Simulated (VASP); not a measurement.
Write the native input for VASP 6.6.1 that does the following.

```
Task                   : single point
Functional             : PBE
Potentials or basis    : VASP PAW PBE potentials, release 64 (Ni, Al)
Cutoff                 : 520 eV
k mesh                 : 14 × 14 × 14
Occupations            : fermi-dirac, width 0.05 eV
Spin                   : no spin polarisation
Dipole correction      : no
Further INCAR settings : ALGO = Normal; EDIFF = 1e-06; NBANDS = 14
```

The structure of AlNi (rocksalt type) lies in POSCAR:

```
AlNi
1.0
    0.0000000000      2.3714236985      2.3714236985
    2.3714236985      0.0000000000      2.3714236985
    2.3714236985      2.3714236985      0.0000000000
Ni Al
1 1
Direct
    0.0000000000      0.0000000000      0.0000000000
    0.5000000000      0.5000000000      0.5000000000
```

One way to write it, as run:

INCAR

```
PREC = Accurate
ENCUT = 520
EDIFF = 1E-6
ISMEAR = -1
SIGMA = 0.05
LREAL = False
LASPH = True
NELM = 60
ALGO = Normal
ISIF = 2
LWAVE = False
LCHARG = False
GGA = PE
NBANDS = 14
```

KPOINTS

```
regular mesh
0
Gamma
  14 14 14
```

Potentials or basis: VASP PAW PBE potentials, release 64 (Ni, Al).

Command:

```sh
$ cat potpaw_PBE.64/Ni/POTCAR potpaw_PBE.64/Al/POTCAR > POTCAR
$ mpirun -np 1 vasp_std > vasp.out
```

Results of the run:

```
Pressure : 9.1 GPa
```

Wall time 18 s on 1 thread of Intel(R) Xeon(R) 6975P-C (Granite Rapids) (shared host), peak memory 0.18 GiB.
